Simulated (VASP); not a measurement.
Cl2: single point with PBE

Cl2, in a box:

```xyz
2
Lattice="12.0000 0.0000 0.0000 0.0000 12.3000 0.0000 0.0000 0.0000 12.6000" Properties=species:S:1:pos:R:3 pbc="T T T"
Cl    6.0000    6.1500    5.2982
Cl    6.0000    6.1500    7.3018
```

```
Program             : VASP 6.6.1
Task                : single point
Functional          : PBE
Potentials or basis : VASP PAW PBE potentials, release 64 (Cl)
Cutoff              : 520 eV
k mesh              : 1 × 1 × 1
Occupations         : fermi-dirac, width 0.01 eV
Spin                : no spin polarisation
```

```
Largest force                   : 0.183 eV/Å
Gap between the frontier levels : 3.00 eV
```

Forces in eV/Å, atoms in the order of the input:
```
Cl   0.000  0.000  0.183
Cl   0.000  0.000 -0.183
```

Levels at points of the mesh, in eV from the valence-band top:
```tsv
k point	band 5	band 6	band 7	band 8	band 9	band 10
(0.00, 0.00, 0.00)	-2.61	0.00	0.00	3.00	6.80	7.76
```

Run time: 3.3 min on 1 thread of Intel Xeon 8259CL (shared host), peak memory 1.2 GiB.
